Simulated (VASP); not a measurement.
# C (P6_3/mmc) in VASP: further runs

The runs below take C through single point, with PBEsol.

All numbers are computed with VASP 6.6.1; they aren't measurements. Logs are shortened: lines on timing, memory, paths and dates and some standing lists are left out, and cuts for length are marked.

### Step 1. The cell of the first run

The structure is hexagonal, space group P6_3/mmc (No. 194). Conventional cell: a = 2.433 Å, b = 2.433 Å, c = 5.705 Å, α = 90.00°, β = 90.00°, γ = 120.00°. C (site symmetry -6m2) has 3 C at 1.40 Å within 1.9 Å. C (site symmetry -6m2) has 3 C at 1.40 Å within 1.9 Å.

### Step 2. Single point, PBEsol

The input, INCAR:

```
SYSTEM = C
PREC = Accurate
ENCUT = 600
EDIFF = 1E-6
ISMEAR = 0
SIGMA = 0.01
LREAL = .FALSE.
LASPH = .TRUE.
NELM = 120
ALGO = Normal
ISIF = 2
LWAVE = .FALSE.
LCHARG = .FALSE.
GGA = PS
NBANDS = 16
GGA_COMPAT = .FALSE.
```

The input, KPOINTS:

```
regular mesh
0
G
  10 10 4
  0 0 0
```

The input, POSCAR:

```
C
1.0
    2.4333273143      0.0000000000      0.0000000000
   -1.2166636572      2.1073232699      0.0000000000
    0.0000000000      0.0000000000      5.7051526792
C
4
Direct
    0.0000000000      0.0000000000      0.0025000000
    0.0000000000      0.0000000000      0.5025000000
    0.3333333333      0.6666666667      0.0025000000
    0.6666666667      0.3333333333      0.5025000000
```

Potentials or basis: VASP PAW PBE potentials, release 64 (C).

Run with:

```
$ cat potpaw_PBE.64/C/POTCAR > POTCAR
$ mpirun -np 1 vasp_std > vasp.out
```

OUTCAR:

```text
SYSTEM = C
   PREC = Accurate
   ENCUT = 600
   EDIFF = 1E-6
   ISMEAR = 0
   LREAL = .FALSE.
   LASPH = .TRUE.
   NELM = 120
   ISIF = 2
   GGA = PS

 ion  position               nearest neighbor table
   1  0.000  0.000  0.002-   3 1.40   3 1.40   3 1.40
   2  0.000  0.000  0.502-   4 1.40   4 1.40   4 1.40
   3  0.333  0.667  0.002-   1 1.40   1 1.40   1 1.40
   4  0.667  0.333  0.502-   2 1.40   2 1.40   2 1.40

  LATTYP: Found a hexagonal cell.
 ALAT       =     2.4333273143
 C/A-ratio  =     2.3445890923

  Lattice vectors:

 A1 = (   2.4333273143,   0.0000000000,   0.0000000000)
 A2 = (  -1.2166636572,   2.1073232699,   0.0000000000)
 A3 = (   0.0000000000,   0.0000000000,   5.7051526792)

Analysis of symmetry for initial positions (statically):
=====================================================================
 Subroutine PRICEL returns:
 Original cell was already a primitive cell.

 Routine SETGRP: Setting up the symmetry group for a
 hexagonal supercell.

 Subroutine GETGRP returns: Found 24 space group operations
 (whereof  6 operations were pure point group operations)
 out of a pool of 24 trial point group operations.

The static configuration has the point symmetry C_3v.
 The point group associated with its full space group is D_6h.

Analysis of symmetry for dynamics (positions and initial velocities):
=====================================================================
 Subroutine PRICEL returns:
 Original cell was already a primitive cell.

 Routine SETGRP: Setting up the symmetry group for a
 hexagonal supercell.

 Subroutine GETGRP returns: Found 24 space group operations
 (whereof  6 operations were pure point group operations)
 out of a pool of 24 trial point group operations.

The dynamic configuration has the point symmetry C_3v.
 The point group associated with its full space group is D_6h.

 Subroutine INISYM returns: Found 24 space group operations
 (whereof  6 operations are pure point group operations),
 and found     1 'primitive' translations

----------------------------------------------------------------------------------------

                                     Primitive cell

  volume of cell :      29.2549

  direct lattice vectors                    reciprocal lattice vectors
     2.433327314  0.000000000  0.000000000     0.410959921  0.237267821  0.000000000
    -1.216663657  2.107323270  0.000000000     0.000000000  0.474535642  0.000000000
[... 91 lines left out ...]
   EDIFFG = 0.1E-04   stopping-criterion for IOM
   NSW    =      0    number of steps for IOM
   IBRION =     -1    ionic relax: 0-MD 1-quasi-New 2-CG
   NFREE  =      0    steps in history (QN), initial steepest desc. (CG)
   ISIF   =      2    stress and relaxation
   ISYM   =      2    0-nonsym 1-usesym 2-fastsym
   POTIM  = 0.5000    time-step for ionic-motion
   TEBEG  =    0.0;   TEEND  =   0.0 temperature during run
   PSTRESS=    0.0 pullay stress
   NELECT =      16.0000    total number of electrons
   NUPDOWN=      -1.0000    fix difference up-down
   EMIN   =  10.00;   EMAX   =-10.00  energy-range for DOS
   EFERMI =   0.00;   METHOD = LEGACY
   ISMEAR =     0;   SIGMA  =   0.01  broadening in eV -4-tet -1-fermi 0-gaus
   EFERMI_NEDOS =   21; number of points for ismear=-14 and -15
   IALGO  =     38    algorithm
   IMIX   =      4    mixing-type and parameters
     AMIX     =   0.40;   BMIX     =  1.00
     AMIX_MAG =   1.60;   BMIX_MAG =  1.00
  volume/ion in A,a.u.               =       7.31        49.36
  Fermi-wavevector in a.u.,A,eV,Ry     =   1.338798  2.529962 24.386824  1.792381
  Thomas-Fermi vector in A             =   2.467240
   LORBIT       =      0    0 simple, 1 ext, 2 COOP (PROOUT), +10 PAW based schemes
   GGA     = PS    functional components
   LHFCALC =     F    Hartree Fock is set to
   AEXX    =    0.0000 exact exchange contribution
   IVDW    =     0    specifies the selected vdW correction
   LEPSILON=     F    determine dielectric tensor
   LRPA    =     F    only Hartree local field effects (RPA)
 non-spin polarized calculation
 Gauss-broadening in eV      SIGMA  =   0.01
  energy-cutoff  :      600.00
  volume of cell :       29.25
 maximum number of plane-waves:       996
 NGX is ok and might be reduce to    20
   NGX =  9   NGY =  9   NGZ = 23

 number of electron      16.0000001 magnetization

 Free energy of the ion-electron system (eV)
  ---------------------------------------------------
  ext. energy  EPLUGINS =         0.00000000
  ---------------------------------------------------
  free energy    TOTEN  =       -38.34500446 eV

  energy without entropy =      -38.34500446  energy(sigma->0) =      -38.34500446

 E-fermi :   6.3210     XC(G=0): -11.7451

 val. band max:        6.2713769979   @ k =   0.3000   0.3000   0.0000
 cond. band min:       6.7035358168   @ k =   0.3000   0.3000   0.0000
 fundamental gap:      0.4321588189
 Fermi energy:         6.3210187627

 k-point     1 :       0.0000    0.0000    0.0000
  band No.  band energies     occupation
      1     -13.8277      2.00000
      2     -12.8748      2.00000
      3      -3.3277      2.00000
      4       0.8785      2.00000
      5       3.4530      2.00000
      6       3.4530      2.00000
[... 433 lines left out ...]
      3      -6.2727      2.00000
      4      -5.8709      2.00000
      5      -0.8349      2.00000
      6      -0.6326      2.00000
[... 8 lines left out ...]
     15      21.4269      0.00000
     16      22.3266      0.00000

 [... further k-points ...]

------------------------ aborting loop because EDIFF is reached ----------------------------------------

  FORCE on cell =-STRESS in cart. coord.  units (eV):
  Direction    XX          YY          ZZ          XY          YZ          ZX
  --------------------------------------------------------------------------------------
  -------------------------------------------------------------------------------------
  Total        2.8569205      2.8569205      2.6527388     -0.0000000      0.0000000     -0.0000000
  in kB      156.4623218    156.4623218    145.2800923     -0.0000000      0.0000000     -0.0000000
  external PRESSURE =     152.7349119 kB  Pullay stress =       0.0000000 kB

 VOLUME and BASIS-vectors are now :
 -----------------------------------------------------------------------------
  energy-cutoff  :      600.00
  volume of cell :       29.25
      direct lattice vectors                 reciprocal lattice vectors
     2.433327314  0.000000000  0.000000000     0.410959921  0.237267821  0.000000000
    -1.216663657  2.107323270  0.000000000     0.000000000  0.474535642  0.000000000
     0.000000000  0.000000000  5.705152679     0.000000000  0.000000000  0.175280147

 POSITION                                       TOTAL-FORCE (eV/Angst)
 -----------------------------------------------------------------------------------
      0.00000      0.00000      0.01426         0.000000     -0.000000     -0.000000
      0.00000      0.00000      2.86684        -0.000000      0.000000      0.000000
     -0.00000      1.40488      0.01426         0.000000      0.000000     -0.000000
      1.21666      0.70244      2.86684         0.000000     -0.000000     -0.000000
 -----------------------------------------------------------------------------------
    total drift:                               -0.000000     -0.000000     -0.000001

  FREE ENERGIE OF THE ION-ELECTRON SYSTEM (eV)
  ---------------------------------------------------
  free  energy   TOTEN  =       -38.3450044602 eV

  energy  without entropy=      -38.3450044602  energy(sigma->0) =      -38.34500446
```

stdout:

```text
POSCAR found type information on POSCAR C
 POSCAR found :  1 types and       4 ions
 scaLAPACK will be used
 -----------------------------------------------------------------------------
|                                                                             |
|                                                                             |
|     You enforced a specific xc type in the INCAR file but a different       |
|     I HOPE YOU KNOW WHAT YOU ARE DOING!                                     |
|                                                                             |
 -----------------------------------------------------------------------------

 LDA part: xc-table for (Slater+PW92), standard interpolation
 POSCAR, INCAR and KPOINTS ok, starting setup
 FFT: planning ... GRIDC
 FFT: planning ... GRID_SOFT
 FFT: planning ... GRID
 WAVECAR not read
 entering main loop
```

It took 15 s on 1 thread of Intel Xeon Platinum 8488C (Sapphire Rapids), shared host; peak memory 0.14 GiB.

What came out:

* Free energy: -38.3450 eV
* Pressure: 15.3 GPa

Stress tensor (GPa, compression positive):
```
15.65  0.00  0.00
 0.00 15.65  0.00
 0.00  0.00 14.53
```

Caveat: the cell stands under pressure; this functional lacks dispersion, which binds the layers, so the pressure and a relaxed spacing across them are unreliable; the PAW data sets were made with another functional, which shifts forces and pressure a little.

(Part 1 of 2 ends here.)
